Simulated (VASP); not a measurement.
Write the native input for VASP 6.6.1 that does the following.

| Quantity | Value |
| --- | --- |
| Task | single point |
| Functional | PBE |
| Potentials or basis | VASP PAW PBE potentials, release 64 (Cu) |
| Cutoff | 520 eV |
| k mesh | 20 × 20 × 14 |
| Occupations | gaussian, width 0.1 eV |
| Spin | no spin polarisation |
| Dipole correction | no |
| Further INCAR settings | ALGO = Fast; EDIFF = 1e-07; NBANDS = 18 |

The structure of Cu lies in POSCAR:

```
Cu
1.0
    1.8874974615      1.8874974615      0.0000000000
   -1.8276553910      1.8276553910      0.0000000000
    0.0000000000      0.0000000000      3.5064732994
Cu
2
Direct
    0.0000000000      0.0000000000      0.0000000000
    0.5000000000      0.5000000000      0.5000000000
```

This cell differs from its parent crystal: uniaxial strain along a: +4.0 %, then relaxed in part.

The input as run:

INCAR

```
SYSTEM = Cu
PREC = Accurate ; ENCUT = 520
EDIFF = 1E-7 ; ISMEAR = 0
SIGMA = 0.1 ; LREAL = .False.
LASPH = .True. ; NELM = 80
ALGO = Fast ; ISIF = 2
LWAVE = .False. ; LCHARG = .False.
GGA = PE ; NBANDS = 18
```

KPOINTS

```
regular mesh
0
Gamma
  20 20 14
  0 0 0
```

Potentials or basis: VASP PAW PBE potentials, release 64 (Cu).

Run with:

```console
$ cat potpaw_PBE.64/Cu/POTCAR > POTCAR
$ mpirun -np 1 vasp_std > vasp.out
```

Results of the run:

```json
{
  "Pressure": "-0.6 GPa",
  "Band gap on the k mesh": "zero (bands 11 and 12 overlap by 7.95 eV)"
}
```

Caveat: the cell differs from its parent crystal (uniaxial strain along a: +4.0 %, then relaxed in part).

Run time: 7.9 min on 1 thread of Intel Xeon 8259CL (shared host), peak memory 0.43 GiB.
